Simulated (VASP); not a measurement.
Here is a VASP 6.6.1 calculation.

File INCAR:

```
SYSTEM = Sc
PREC = Accurate ; ENCUT = 520
EDIFF = 1E-7 ; ISMEAR = -1
SIGMA = 0.08 ; LREAL = .FALSE.
LASPH = .TRUE. ; NELM = 60
ALGO = Normal ; ISIF = 2
LWAVE = .FALSE. ; LCHARG = .TRUE.
GGA = PS ; LELF = .TRUE.
LVHAR = .TRUE. ; NBANDS = 12
```

File KPOINTS:

```
regular mesh
0
G
  14 14 14
  0 0 0
```

File POSCAR:

```
Sc
1.0
    0.0000000000      1.6783913026      1.6783913026
    1.6783913026      0.0000000000      1.6783913026
    1.6783913026      1.6783913026      0.0000000000
Sc
1
Direct
    0.0000000000      0.0000000000      0.0000000000
```

Potentials or basis: VASP PAW PBE potentials, release 64 (Sc_sv).

Run with:

```sh
$ cat potpaw_PBE.64/Sc_sv/POTCAR > POTCAR
$ mpirun -np 1 vasp_std > vasp.out
```

Q: Estimate the pressure.

A: 178.3 GPa.

Caveat: the PAW data sets were made with another functional, which shifts forces and pressure a little.
